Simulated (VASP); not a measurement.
# Cu (Fm-3m) in VASP: further runs, part 2 of 2

VASP 6.6.1.

### Step 3. Single point, r2SCAN

This run uses another cell than the first one, of 11.46 Å³/atom.

Contents of POSCAR:

```
Cu
1.0
    0.0000000000      1.7894775239      1.7894775239
    1.7894775239      0.0000000000      1.7894775239
    1.7894775239      1.7894775239      0.0000000000
Cu
1
Direct
    0.0000000000      0.0000000000      0.0000000000
```

Contents of INCAR.step1:

```
SYSTEM = Cu
PREC = Accurate
ENCUT = 520
ISMEAR = 0
SIGMA = 0.1
LREAL = .False.
LASPH = .True.
NELM = 60
NBANDS = 12
GGA = PE
ALGO = Normal
EDIFF = 1E-4
LWAVE = .True.
LCHARG = .False.
```

Contents of INCAR.step2:

```
SYSTEM = Cu
PREC = Accurate
ENCUT = 520
EDIFF = 1E-7
ISMEAR = 0
SIGMA = 0.1
LREAL = .False.
LASPH = .True.
NELM = 60
ALGO = Normal
ISIF = 2
LWAVE = .False.
LCHARG = .False.
METAGGA = R2SCAN
LMIXTAU = .True.
NBANDS = 12
ISTART = 1
```

Contents of KPOINTS:

```
regular mesh
0
Gamma
  20 20 20
  0 0 0
```

Potentials or basis: VASP PAW PBE potentials, release 64 (Cu).

Launch:

```sh
cat potpaw_PBE.64/Cu/POTCAR > POTCAR
cp INCAR.step1 INCAR
mpirun -np 1 vasp_std > vasp.out
cp INCAR.step2 INCAR
mpirun -np 1 vasp_std > vasp.out
```

OUTCAR:

```text
SYSTEM = Cu
   PREC = Accurate
   ENCUT = 520
   EDIFF = 1E-7
   ISMEAR = 0
   LREAL = .False.
   LASPH = .True.
   NELM = 60
   ISIF = 2
   METAGGA = R2SCAN
   ISTART = 1

 ion  position               nearest neighbor table
   1  0.000  0.000  0.000-

  LATTYP: Found a face centered cubic cell.
 ALAT       =     3.5789550478

  Lattice vectors:

 A1 = (   0.0000000000,   1.7894775239,   1.7894775239)
 A2 = (   1.7894775239,   0.0000000000,   1.7894775239)
 A3 = (   1.7894775239,   1.7894775239,   0.0000000000)

[... 539 lines left out ...]
 [... further k-points ...]

------------------------ aborting loop because EDIFF is reached ----------------------------------------

  FORCE on cell =-STRESS in cart. coord.  units (eV):
  Direction    XX          YY          ZZ          XY          YZ          ZX
  --------------------------------------------------------------------------------------
  -------------------------------------------------------------------------------------
  Total        0.0219994      0.0219994      0.0219994     -0.0000000      0.0000000      0.0000000
  in kB        3.0754756      3.0754756      3.0754756     -0.0000000      0.0000000      0.0000000
  external PRESSURE =       3.0754756 kB  Pullay stress =       0.0000000 kB

 VOLUME and BASIS-vectors are now :
 -----------------------------------------------------------------------------
  energy-cutoff  :      520.00
  volume of cell :       11.46
      direct lattice vectors                 reciprocal lattice vectors
     0.000000000  1.789477524  1.789477524    -0.279411165  0.279411165  0.279411165
     1.789477524  0.000000000  1.789477524     0.279411165 -0.279411165  0.279411165
     1.789477524  1.789477524  0.000000000     0.279411165  0.279411165 -0.279411165

 POSITION                                       TOTAL-FORCE (eV/Angst)
 -----------------------------------------------------------------------------------
      0.00000      0.00000      0.00000         0.000000     -0.000000      0.000000
 -----------------------------------------------------------------------------------
    total drift:                                0.000000      0.000000      0.000000

  FREE ENERGIE OF THE ION-ELECTRON SYSTEM (eV)
  ---------------------------------------------------
  free  energy   TOTEN  =       -10.8282119760 eV

  energy  without entropy=      -10.8270351763  energy(sigma->0) =      -10.82762358
```

Run time: 3.8 min. Hardware: 1 thread of Intel Xeon 8259CL, shared host; peak memory 0.15 GiB.

What came out:

| Item | Value |
| --- | --- |
| Free energy | -10.8282 eV |
| Pressure | 0.3 GPa |
| Band gap on the k mesh | zero (an odd number of electrons rules out a gap without spin polarisation) |

Caveat: the PAW data sets were made with another functional, which shifts forces and pressure a little.

### Step 4. Relaxation of cell and atoms, r2SCAN

Contents of POSCAR:

```
Cu
1.0
    0.0000000000      1.8250000000      1.8250000000
    1.8250000000      0.0000000000      1.8250000000
    1.8250000000      1.8250000000      0.0000000000
Cu
1
Direct
    0.0000000000      0.0000000000      0.0000000000
```

Contents of INCAR.step1:

```
ALGO     = Normal         # electronic algorithm
EDIFF    = 1E-4           # SCF threshold, eV
ENCUT    = 600            # plane-wave cutoff, eV
GGA      = PE             # functional
ISMEAR   = 0              # smearing method
LASPH    = T              # aspherical terms in the spheres
LCHARG   = F              # write CHGCAR
LREAL    = F              # projectors in reciprocal space
LWAVE    = T              # write WAVECAR
NELM     = 80             # most SCF steps
PREC     = Accurate       # precision mode
SIGMA    = 0.1            # smearing width, eV
```

Contents of INCAR.step2:

```
ALGO     = Normal         # electronic algorithm
EDIFF    = 1E-6           # SCF threshold, eV
EDIFFG   = -0.002         # ionic threshold
ENCUT    = 600            # plane-wave cutoff, eV
IBRION   = 2              # ionic algorithm
ISIF     = 3              # what is computed and relaxed
ISMEAR   = 0              # smearing method
ISTART   = 1            
LASPH    = T              # aspherical terms in the spheres
LCHARG   = F              # write CHGCAR
LMIXTAU  = T            
LREAL    = F              # projectors in reciprocal space
LWAVE    = F              # write WAVECAR
METAGGA  = R2SCAN         # meta-GGA
NELM     = 80             # most SCF steps
NSW      = 100            # ionic steps
PREC     = Accurate       # precision mode
SIGMA    = 0.1            # smearing width, eV
```

Contents of KPOINTS:

```
k-points
0
Gamma
  20 20 20
```

Launch:

```sh
cat potpaw_PBE.64/Cu/POTCAR > POTCAR
cp INCAR.step1 INCAR
mpirun -np 1 vasp_std > vasp.out
cp INCAR.step2 INCAR
mpirun -np 1 vasp_std > vasp.out
```

Run time: 5.5 min. Hardware: 1 thread of Intel Xeon 8259CL, shared host; peak memory 0.18 GiB.

Results (log left out):

```yaml
Free_energy: -10.8289 eV
Relaxed_volume: 11.49 Å³/atom
Relaxed_cell: a = 2.533 Å, b = 2.533 Å, c = 2.533 Å, α = 60.00°, β = 60.00°, γ = 60.00°
Space_group_after_relaxing_to_0.1_Å: Fm-3m (No. 225)
Energy_gained_by_relaxing: 17.4 meV/atom
Ionic_steps: 3
Pressure_after_relaxing: 0.0 GPa
Band_gap_on_the_k_mesh: zero (an odd number of electrons rules out a gap without spin polarisation)
```

Step by step:
```tsv
step	energy change (eV)	largest force (eV/Å)	pressure (GPa)	volume (Å³)
1	0.0000	0.0000	-7.92	12.16
2	-0.0115	0.0000	5.28	11.13
3	-0.0174	0.0000	-0.01	11.49
```

Final structure:
```yaml
crystal:
  lattice:
    - [0.00000, 1.79096, 1.79096]
    - [1.79096, 0.00000, 1.79096]
    - [1.79096, 1.79096, 0.00000]
  atoms:
    - { symbol: Cu, position: [0.00000, 0.00000, 0.00000] }
```

Levels at points of the mesh, in eV from the Fermi level:
| k point | band 2 | band 3 | band 4 | band 5 | band 6 | band 7 | band 8 | band 9 |
| --- | --- | --- | --- | --- | --- | --- | --- | --- |
| (0.00, 0.00, 0.00) | -3.19 | -3.19 | -3.19 | -2.34 | -2.34 | 23.64 | 26.90 | 26.90 |
| (0.50, 0.00, 0.00) | -3.24 | -3.24 | -1.73 | -1.73 | -1.10 | 4.15 | 22.14 | 23.62 |
| (0.50, 0.50, 0.00) | -4.70 | -1.76 | -1.57 | -1.57 | 1.60 | 7.66 | 14.02 | 14.02 |

Caveat: the PAW data sets were made with another functional, which shifts forces and pressure a little.

### Step 5. Summary

```tsv
task	cell	k mesh	cutoff (eV)	gap on the mesh (eV)	pressure (GPa)
single point	a = 2.581 Å, angles 60.0°, 1 atom	8 × 8 × 8	520	none	-7.1
single point	a = 2.531 Å, angles 60.0°, 1 atom	20 × 20 × 20	520	none	0.3
relaxation of cell and atoms	relaxed from a = 2.581 Å, angles 60.0°, 1 atom	20 × 20 × 20	600	none	0.0
```

Alike in all rows: level r2SCAN; potentials or basis VASP PAW PBE potentials, release 64 (Cu); no spin polarisation; smearing gaussian 0.1 eV.

Caveats: some runs use coarse meshes; the PAW data sets were made with another functional, which shifts forces and pressure a little.

Total energies depend on the potentials used, so only differences within one code and one set of settings carry meaning.
